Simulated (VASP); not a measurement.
Write the native input for VASP 6.6.1 that does the following.

```
Task                   : single point
Functional             : r2SCAN
Potentials or basis    : VASP PAW PBE potentials, release 64 (H, Cl)
Cutoff                 : 520 eV
k mesh                 : 16 × 16 × 16
Occupations            : gaussian, width 0.15 eV
Spin                   : no spin polarisation
Dipole correction      : no
Further INCAR settings : ALGO = Normal; EDIFF = 1e-06; NBANDS = 11
```

The system is HCl.

```
CELL_PARAMETERS angstrom
0.00000 2.77856 2.81962
2.77856 0.00000 2.81962
2.77856 2.77856 0.00000
ATOMIC_POSITIONS crystal
H 0.00000 0.00000 0.00000
Cl 0.50000 0.50000 0.50000
```

This cell differs from its parent crystal: strain +0.015 along x and y, +0.030 along z.

The input as run:

POSCAR

```
HCl
1.0
    0.0000000000      2.7785625000      2.8196250000
    2.7785625000      0.0000000000      2.8196250000
    2.7785625000      2.7785625000      0.0000000000
H Cl
1 1
Direct
    0.0000000000      0.0000000000      0.0000000000
    0.5000000000      0.5000000000      0.5000000000
```

INCAR.step1

```
  PREC = Accurate
  ENCUT = 520
  ISMEAR = 0
  SIGMA = 0.15
  LREAL = F
  LASPH = T
  NELM = 100
  NBANDS = 11
  GGA = PE
  ALGO = Normal
  EDIFF = 1E-4
  LWAVE = T
  LCHARG = F
```

INCAR.step2

```
  PREC = Accurate
  ENCUT = 520
  EDIFF = 1E-6
  ISMEAR = 0
  SIGMA = 0.15
  LREAL = F
  LASPH = T
  NELM = 100
  ALGO = Normal
  ISIF = 2
  LWAVE = F
  LCHARG = F
  METAGGA = R2SCAN
  LMIXTAU = T
  NBANDS = 11
  ISTART = 1
```

KPOINTS

```
Automatic mesh
0
Gamma
  16 16 16
```

Potentials or basis: VASP PAW PBE potentials, release 64 (H, Cl).

Run with:

```sh
$ cat potpaw_PBE.64/H/POTCAR potpaw_PBE.64/Cl/POTCAR > POTCAR
$ cp INCAR.step1 INCAR
$ mpirun -np 1 vasp_std > vasp.out
$ cp INCAR.step2 INCAR
$ mpirun -np 1 vasp_std > vasp.out
```

Results of the run:

```yaml
Pressure: -9.7 GPa
```

Caveat: the cell differs from its parent crystal (strain +0.015 along x and y, +0.030 along z); the cell stands under tension; the PAW data sets were made with another functional, which shifts forces and pressure a little.

It took 14 min on 1 thread of Intel Xeon 8259CL, with other jobs on the host, peak memory 0.28 GiB.
